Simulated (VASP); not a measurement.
# Sb3O2 (P-3m1) in VASP: a series of runs

Sb3O2 is run at these levels: PBE; tasks: single point, relaxation of cell and atoms.

All numbers are computed with VASP 6.6.1; they aren't measurements. Logs are shortened: lines on timing, memory, paths and dates and some standing lists are left out, and cuts for length are marked.

**1. The cell of the first run**

The structure is trigonal, space group P-3m1 (No. 164). The conventional cell has a = 3.819 Å, b = 3.819 Å, c = 7.913 Å, α = 90.00°, β = 90.00°, γ = 120.00°. Sb (site symmetry -3m) has 12 Sb at 3.29 to 3.82 Å and 6 O at 3.84 Å within 4.3 Å. Sb (site symmetry 3m) has 4 O at 2.31 to 2.33 Å within 3.1 Å. O (site symmetry 3m) has 4 Sb at 2.31 to 2.33 Å and 3 O at 2.74 Å within 3.1 Å.

**2. Single point, PBE**

Input file INCAR:

```
ALGO = Normal
EDIFF = 1E-6
ENCUT = 520
GGA = PE
ISIF = 2
ISMEAR = 0
LASPH = T
LCHARG = T
LELF = T
LREAL = F
LVHAR = T
LWAVE = F
NBANDS = 22
NELM = 100
PREC = Accurate
SIGMA = 0.1
```

Input file KPOINTS:

```
k-points
0
Gamma
  12 12 6
```

Input file POSCAR:

```
Sb3O2
1.0
    3.8185710383      0.0000000000      0.0000000000
   -1.9092855191      3.3069795253      0.0000000000
    0.0000000000      0.0000000000      7.9125806330
Sb O
3 2
Direct
    0.0000000000      0.0000000000      0.0000000000
    0.3333333333      0.6666666667      0.6916471225
    0.6666666667      0.3333333333      0.3083528775
    0.3333333333      0.6666666667      0.3971329794
    0.6666666667      0.3333333333      0.6028670206
```

Potentials or basis: VASP PAW PBE potentials, release 64 (Sb, O).

On the command line:

```
cat potpaw_PBE.64/Sb/POTCAR potpaw_PBE.64/O/POTCAR > POTCAR
mpirun -np 1 vasp_std > vasp.out
```

OUTCAR:

```text
EDIFF = 1E-6
   ENCUT = 520
   GGA = PE
   ISIF = 2
   ISMEAR = 0
   LASPH = T
   LREAL = F
   NELM = 100
   PREC = Accurate

 ion  position               nearest neighbor table
   1  0.000  0.000  0.000-   2 3.29   3 3.29   2 3.29   3 3.29   3 3.29   2 3.29
   2  0.333  0.667  0.692-   5 2.31   5 2.31   5 2.31   4 2.33   1 3.29   1 3.29   1 3.29   3 3.75
                             3 3.75   3 3.75
   3  0.667  0.333  0.308-   4 2.31   4 2.31   4 2.31   5 2.33   1 3.29   1 3.29   1 3.29   2 3.75
                             2 3.75   2 3.75
   4  0.333  0.667  0.397-   3 2.31   3 2.31   3 2.31   2 2.33
   5  0.667  0.333  0.603-   2 2.31   2 2.31   2 2.31   3 2.33

  LATTYP: Found a hexagonal cell.
 ALAT       =     3.8185710383
 C/A-ratio  =     2.0721313166

  Lattice vectors:

 A1 = (   3.8185710383,   0.0000000000,   0.0000000000)
 A2 = (  -1.9092855191,   3.3069795253,   0.0000000000)
 A3 = (   0.0000000000,   0.0000000000,   7.9125806330)

Analysis of symmetry for initial positions (statically):
=====================================================================
 Subroutine PRICEL returns:
 Original cell was already a primitive cell.

 Routine SETGRP: Setting up the symmetry group for a
 hexagonal supercell.

 Subroutine GETGRP returns: Found 12 space group operations
 (whereof 12 operations were pure point group operations)
 out of a pool of 24 trial point group operations.

The static configuration has the point symmetry D_3d.

Analysis of symmetry for dynamics (positions and initial velocities):
=====================================================================
 Subroutine PRICEL returns:
 Original cell was already a primitive cell.

 Routine SETGRP: Setting up the symmetry group for a
 hexagonal supercell.

 Subroutine GETGRP returns: Found 12 space group operations
 (whereof 12 operations were pure point group operations)
 out of a pool of 24 trial point group operations.

The dynamic configuration has the point symmetry D_3d.

 Subroutine INISYM returns: Found 12 space group operations
 (whereof 12 operations are pure point group operations),
 and found     1 'primitive' translations

----------------------------------------------------------------------------------------

                                     Primitive cell

  volume of cell :      99.9196

  direct lattice vectors                    reciprocal lattice vectors
     3.818571038  0.000000000  0.000000000     0.261878066  0.151195372  0.000000000
    -1.909285519  3.306979525  0.000000000     0.000000000  0.302390744  0.000000000
     0.000000000  0.000000000  7.912580633     0.000000000  0.000000000  0.126381019

  length of vectors
     3.818571038  3.818571038  7.912580633     0.302390744  0.302390744  0.126381019

  position of ions in fractional coordinates (direct lattice)
     0.000000000  0.000000000  0.000000000
     0.333333333  0.666666667  0.691647123
     0.666666667  0.333333333  0.308352877
     0.333333333  0.666666667  0.397132979
     0.666666667  0.333333333  0.602867021

  ion indices of the primitive-cell ions
   primitive index   ion index
                 1           1
                 2           2
                 3           3
                 4           4
                 5           5

----------------------------------------------------------------------------------------

 KPOINTS: k-points

Automatic generation of k-mesh.
 Grid dimensions read from file:
 generate k-points for:   12   12    6

 Generating k-lattice:

  Cartesian coordinates                     Fractional coordinates (reciprocal lattice)
     0.021823172  0.012599614  0.000000000     0.083333333 -0.000000000  0.000000000
     0.000000000  0.025199229  0.000000000     0.000000000  0.083333333  0.000000000
     0.000000000  0.000000000  0.021063503     0.000000000  0.000000000  0.166666667

  Length of vectors
     0.025199229  0.025199229  0.021063503

  Shift w.r.t. Gamma in fractional coordinates (k-lattice)
     0.000000000  0.000000000  0.000000000

 Subroutine IBZKPT returns following result:
 ===========================================

 Found    100 irreducible k-points:

 Following reciprocal coordinates:
            Coordinates               Weight
  0.000000  0.000000  0.000000      1.000000
  0.083333 -0.000000  0.000000      6.000000
  0.166667  0.000000  0.000000      6.000000
  0.250000  0.000000  0.000000      6.000000
  0.333333  0.000000  0.000000      6.000000
  0.416667 -0.000000  0.000000      6.000000
[... 16 lines left out ...]
  0.166667  0.000000  0.166667      6.000000
  0.000000  0.166667  0.166667      6.000000
 [... further k-points ...]
   k-points           NKPTS =    100   k-points in BZ     NKDIM =    100   number of bands    NBANDS=     22
   number of dos      NEDOS =    301   number of ions     NIONS =      5
   total plane-waves  NPLWV =  47040
   dimension x,y,z NGX =    28 NGY =   28 NGZ =   60
   dimension x,y,z NGXF=    56 NGYF=   56 NGZF=  120
   ions per type =               3   2
   NGX,Y,Z   is equivalent  to a cutoff of  12.19, 12.19, 12.61 a.u.
   NGXF,Y,Z  is equivalent  to a cutoff of  24.38, 24.38, 25.21 a.u.
 SYSTEM =  unknown system
   PREC   = accura    normal or accurate (medium, high low for compatibility)
   ISTART =      0    job   : 0-new  1-cont  2-samecut
   ICHARG =      2    charge: 1-file 2-atom 10-const
   ISPIN  =      1    spin polarized calculation?
   LNONCOLLINEAR =      F non collinear calculations
   LSORBIT =      F    spin-orbit coupling
   LASPH  =      T    aspherical Exc in radial PAW
   ENCUT  =  520.0 eV  38.22 Ry    6.18 a.u.   7.10  7.10 14.71*2*pi/ulx,y,z
   NELM   =    100;   NELMIN=  2; NELMDL= -5     # of ELM steps
   EDIFF  = 0.1E-05   stopping-criterion for ELM
   LREAL  =      F    real-space projection
   EDIFFG = 0.1E-04   stopping-criterion for IOM
   NSW    =      0    number of steps for IOM
   IBRION =     -1    ionic relax: 0-MD 1-quasi-New 2-CG
   NFREE  =      0    steps in history (QN), initial steepest desc. (CG)
   ISIF   =      2    stress and relaxation
   ISYM   =      2    0-nonsym 1-usesym 2-fastsym
   POTIM  = 0.5000    time-step for ionic-motion
   TEBEG  =    0.0;   TEEND  =   0.0 temperature during run
   PSTRESS=    0.0 pullay stress
   NELECT =      27.0000    total number of electrons
   NUPDOWN=      -1.0000    fix difference up-down
   EMIN   =  10.00;   EMAX   =-10.00  energy-range for DOS
   EFERMI =   0.00;   METHOD = LEGACY
   ISMEAR =     0;   SIGMA  =   0.10  broadening in eV -4-tet -1-fermi 0-gaus
   EFERMI_NEDOS =   21; number of points for ismear=-14 and -15
   IALGO  =     38    algorithm
   IMIX   =      4    mixing-type and parameters
     AMIX     =   0.40;   BMIX     =  1.00
     AMIX_MAG =   1.60;   BMIX_MAG =  1.00
  volume/ion in A,a.u.               =      19.98       134.86
  Fermi-wavevector in a.u.,A,eV,Ry     =   1.058390  2.000068 15.241115  1.120190
  Thomas-Fermi vector in A             =   2.193698
   LORBIT       =      0    0 simple, 1 ext, 2 COOP (PROOUT), +10 PAW based schemes
   GGA     = PE    functional components
   LHFCALC =     F    Hartree Fock is set to
   AEXX    =    0.0000 exact exchange contribution
   IVDW    =     0    specifies the selected vdW correction
   LEPSILON=     F    determine dielectric tensor
   LRPA    =     F    only Hartree local field effects (RPA)
 non-spin polarized calculation
 Gauss-broadening in eV      SIGMA  =   0.10
  energy-cutoff  :      520.00
  volume of cell :       99.92
 maximum number of plane-waves:      2724
   NGX = 15   NGY = 15   NGZ = 29

 number of electron      26.9999999 magnetization

 Free energy of the ion-electron system (eV)
  ---------------------------------------------------
  ext. energy  EPLUGINS =         0.00000000
  ---------------------------------------------------
  free energy    TOTEN  =       -24.83500289 eV

  energy without entropy =      -24.82748717  energy(sigma->0) =      -24.83124503

 E-fermi :   7.4404     XC(G=0): -10.0990

 val. band max:        7.4255805839   @ k =   0.1667   0.0833   0.3333
 cond. band min:       7.4871457338   @ k =   0.2500   0.0833   0.3333
 fundamental gap:      0.0615651499
 Fermi energy:         7.4404013003

 k-point     1 :       0.0000    0.0000    0.0000
  band No.  band energies     occupation
      1     -12.6177      2.00000
      2     -11.1944      2.00000
      3      -3.5207      2.00000
      4      -2.5800      2.00000
      5       0.9179      2.00000
      6       1.9442      2.00000
[... 14 lines left out ...]
     21      13.3881      0.00000
     22      15.2220      0.00000

 k-point     2 :       0.0833   -0.0000    0.0000
  band No.  band energies     occupation
      1     -12.5800      2.00000
      2     -11.1904      2.00000
      3      -3.4502      2.00000
      4      -2.6175      2.00000
      5       0.7104      2.00000
      6       1.9095      2.00000
[... 14 lines left out ...]
     21      13.6914      0.00000
     22      14.8148      0.00000

 k-point     3 :       0.1667    0.0000    0.0000
  band No.  band energies     occupation
      1     -12.4713      2.00000
      2     -11.1841      2.00000
      3      -3.2485      2.00000
      4      -2.7150      2.00000
      5       0.2083      2.00000
      6       1.8930      2.00000
[... 14 lines left out ...]
     21      13.5007      0.00000
     22      15.2096      0.00000
[... 476 lines left out ...]
 k-point    23 :       0.1667    0.0000    0.1667
  band No.  band energies     occupation
      1     -12.4709      2.00000
      2     -11.1848      2.00000
      3      -3.4110      2.00000
      4      -2.4404      2.00000
      5       0.1000      2.00000
      6       1.5702      2.00000
[... 14 lines left out ...]
     21      13.6419      0.00000
     22      14.9505      0.00000

 k-point    24 :       0.0000    0.1667    0.1667
  band No.  band energies     occupation
      1     -12.4709      2.00000
      2     -11.1847      2.00000
      3      -3.4334      2.00000
      4      -2.3857      2.00000
      5       0.0069      2.00000
      6       1.6365      2.00000
[... 14 lines left out ...]
     21      13.3852      0.00000
     22      15.2784      0.00000

 [... further k-points ...]

------------------------ aborting loop because EDIFF is reached ----------------------------------------

  FORCE on cell =-STRESS in cart. coord.  units (eV):
  Direction    XX          YY          ZZ          XY          YZ          ZX
  --------------------------------------------------------------------------------------
  -------------------------------------------------------------------------------------
  Total       -0.3239807     -0.3239807     -0.3026966     -0.0000000      0.0000000     -0.0000000
  in kB       -5.1949244     -5.1949244     -4.8536398     -0.0000000      0.0000000     -0.0000000
  external PRESSURE =      -5.0811629 kB  Pullay stress =       0.0000000 kB

 VOLUME and BASIS-vectors are now :
 -----------------------------------------------------------------------------
  energy-cutoff  :      520.00
  volume of cell :       99.92
      direct lattice vectors                 reciprocal lattice vectors
     3.818571038  0.000000000  0.000000000     0.261878066  0.151195372  0.000000000
    -1.909285519  3.306979525  0.000000000     0.000000000  0.302390744  0.000000000
     0.000000000  0.000000000  7.912580633     0.000000000  0.000000000  0.126381019

 POSITION                                       TOTAL-FORCE (eV/Angst)
 -----------------------------------------------------------------------------------
      0.00000      0.00000      0.00000        -0.000000     -0.000000      0.000000
     -0.00000      2.20465      5.47271        -0.000000      0.000000     -0.061591
      1.90929      1.10233      2.43987        -0.000000     -0.000000      0.061591
     -0.00000      2.20465      3.14235         0.000000     -0.000000     -0.006563
      1.90929      1.10233      4.77023         0.000000      0.000000      0.006563
 -----------------------------------------------------------------------------------
    total drift:                                0.000000      0.000000      0.000000

  FREE ENERGIE OF THE ION-ELECTRON SYSTEM (eV)
  ---------------------------------------------------
  free  energy   TOTEN  =       -24.8350028921 eV

  energy  without entropy=      -24.8274871728  energy(sigma->0) =      -24.83124503
```

It took 5.3 min on 1 thread of Intel Xeon 8259CL, shared host; peak memory 0.33 GiB.

Results:

```
Free energy            : -24.8350 eV
Pressure               : -0.5 GPa
Largest force          : 0.062 eV/Å
Band gap on the k mesh : zero (an odd number of electrons rules out a gap without spin polarisation)
```

Forces in eV/Å, atoms in the order of the input:
```
Sb   0.000  0.000  0.000
Sb   0.000  0.000 -0.062
Sb   0.000  0.000  0.062
O    0.000  0.000 -0.007
O    0.000  0.000  0.007
```

Caveat: spin-orbit coupling is left out, which moves the levels of the heavy elements; an odd number of electrons without spin polarisation forces a metal; a magnetic or distorted state may lie lower.

**3. Relaxation of cell and atoms, PBE**

Input file INCAR:

```
SYSTEM = Sb3O2
ALGO = Normal
EDIFF = 1E-7
EDIFFG = -0.01
ENCUT = 600
GGA = PE
IBRION = 2
ISIF = 3
ISMEAR = 0
LASPH = .True.
LCHARG = .False.
LREAL = .False.
LWAVE = .False.
NELM = 100
NSW = 100
PREC = Accurate
SIGMA = 0.1
```

Input file KPOINTS:

```
k-points
0
Gamma
  12 12 6
  0 0 0
```

Input file POSCAR:

```
Sb3O2
1.0
    3.8129606676      0.0000000000      0.0000000000
   -1.9064803338      3.3021208017      0.0000000000
    0.0000000000      0.0000000000      7.9328386013
Sb O
3 2
Direct
    0.0000000000      0.0000000000      0.0000000000
    0.3333333333      0.6666666667      0.6919391561
    0.6666666667      0.3333333333      0.3080608439
    0.3333333333      0.6666666667      0.3947727700
    0.6666666667      0.3333333333      0.6052272300
```

Potentials or basis: VASP PAW PBE potentials, release 64 (Sb, O).

On the command line:

```
cat potpaw_PBE.64/Sb/POTCAR potpaw_PBE.64/O/POTCAR > POTCAR
mpirun -np 1 vasp_std > vasp.out
```

Run time: 21 min. Hardware: 1 thread of Intel Xeon 8259CL, shared host; peak memory 0.38 GiB.

It converged, with:

- Free energy: -24.8401 eV
- Relaxed volume: 19.88 Å³/atom
- Relaxed cell: a = 3.811 Å, b = 3.811 Å, c = 7.901 Å, α = 90.00°, β = 90.00°, γ = 120.00°
- Space group after relaxing (to 0.1 Å): P-3m1 (No. 164)
- Energy gained by relaxing: 0.6 meV/atom
- Ionic steps: 7
- Pressure after relaxing: -0.1 GPa
- Largest force after relaxing: 0.004 eV/Å
- Band gap on the k mesh: zero (an odd number of electrons rules out a gap without spin polarisation)

Forces in eV/Å, atoms in the order of the input:
```
Sb   0.000  0.000  0.000
Sb   0.000  0.000  0.004
Sb   0.000  0.000 -0.004
O    0.000  0.000 -0.004
O    0.000  0.000  0.004
```

Step by step:
```tsv
step	energy change (eV)	largest force (eV/Å)	pressure (GPa)	volume (Å³)
1	0.0000	0.0892	-0.52	99.88
2	-0.0014	0.0848	0.31	98.94
3	-0.0016	0.0859	0.12	99.15
4	-0.0023	0.0558	0.09	99.13
5	-0.0028	0.0381	0.04	99.11
6	-0.0029	0.0246	0.01	99.20
7	-0.0030	0.0040	-0.06	99.38
```

Final structure:
```yaml
crystal:
  lattice:
    - [3.81097, 0.00000, 0.00000]
    - [-1.90548, 3.30039, 0.00000]
    - [0.00000, 0.00000, 7.90137]
  atoms:
    - { symbol: Sb, position: [0.00000, 0.00000, 0.00000] }
    - { symbol: Sb, position: [0.33333, 0.66667, 0.69128] }
    - { symbol: Sb, position: [0.66667, 0.33333, 0.30872] }
    - { symbol: O, position: [0.33333, 0.66667, 0.39738] }
    - { symbol: O, position: [0.66667, 0.33333, 0.60262] }
```

Levels at points of the mesh, in eV from the Fermi level:
```csv
k point,band 9,band 10,band 11,band 12,band 13,band 14,band 15,band 16,band 17
"(0.00, 0.00, 0.00)",-4.12,-4.12,-3.60,-0.45,1.17,1.17,2.52,2.70,2.70
"(0.50, 0.00, 0.00)",-4.62,-3.61,-3.24,-2.76,-1.26,0.20,1.26,1.85,2.68
"(0.00, 0.00, 0.50)",-4.13,-4.13,-1.88,-0.82,1.53,1.53,1.78,1.78,1.96
"(0.50, 0.00, 0.50)",-4.75,-4.66,-2.65,-2.06,-1.18,0.09,0.18,2.76,3.18
```

Caveat: spin-orbit coupling is left out, which moves the levels of the heavy elements; an odd number of electrons without spin polarisation forces a metal; a magnetic or distorted state may lie lower.
